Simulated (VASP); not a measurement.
Write the native input for VASP 6.6.1 that does the following.

| Property | Result |
| --- | --- |
| Task | single point |
| Functional | PBE |
| Potentials or basis | VASP PAW PBE potentials, release 64 (C, N, H) |
| Cutoff | 520 eV |
| k mesh | 2 × 2 × 1 |
| Occupations | fermi-dirac, width 0.05 eV |
| Spin | no spin polarisation |
| Dipole correction | no |
| Further INCAR settings | LREAL = Auto; ALGO = Normal; EDIFF = 1e-06; NBANDS = 55 |

The structure of HC18N lies in POSCAR:

```
HC18N
1.0
    7.3980000000      0.0000000000      0.0000000000
   -3.6990000000      6.4068560000      0.0000000000
    0.0000000000      0.0000000000     12.0000000000
C N H
18 1 1
Direct
    0.0192906447      0.0083604189      0.0789667500
    0.2420974613      0.1200602917      0.0772819167
    0.0186024687      0.3443739020      0.0775170000
    0.2415055392      0.4561476019      0.0788205833
    0.0193711096      0.6771669287      0.0782234167
    0.2401441472      0.7869227902      0.0771535000
    0.3524932811      0.0100425232      0.0786990000
    0.5758461750      0.1235955670      0.0793355000
    0.3540153823      0.3430264392      0.0802559167
    0.5721908797      0.4516066851      0.0864795000
    0.3476359278      0.6742331964      0.0806608333
    0.5737530086      0.7930396750      0.1012693333
    0.6899664247      0.0182104920      0.0812142500
    0.9076484865      0.1226824826      0.0789460000
    0.6855800216      0.3437885915      0.0812785833
    0.9081864597      0.4544988993      0.0796833333
    0.6870607165      0.6764853151      0.1025368333
    0.9116417133      0.7900403880      0.0831905000
    0.6421815098      0.7853294970      0.2183530000
    0.5051304967      0.6950925696      0.2609669167
```

The input as run:

INCAR

```
PREC = Accurate
ENCUT = 520
EDIFF = 1E-6
ISMEAR = -1
SIGMA = 0.05
LREAL = Auto
LASPH = True
NELM = 80
ALGO = Normal
ISIF = 2
LWAVE = False
LCHARG = True
GGA = PE
LELF = True
LVHAR = True
NBANDS = 55
```

KPOINTS

```
regular mesh
0
Gamma
  2 2 1
```

Potentials or basis: VASP PAW PBE potentials, release 64 (C, N, H).

Launch:

```console
$ cat potpaw_PBE.64/C/POTCAR potpaw_PBE.64/N/POTCAR potpaw_PBE.64/H/POTCAR > POTCAR
$ mpirun -np 1 vasp_std > vasp.out
```

Results of the run:

The largest force is 1.365 eV/Å. The band gap on the k mesh is 0.18 eV.

Caveat: the k points lie up to 0.49 Å⁻¹ apart.

Wall time 3 min on 1 thread of Intel(R) Xeon(R) 6975P-C (Granite Rapids) (shared host), peak memory 0.59 GiB.
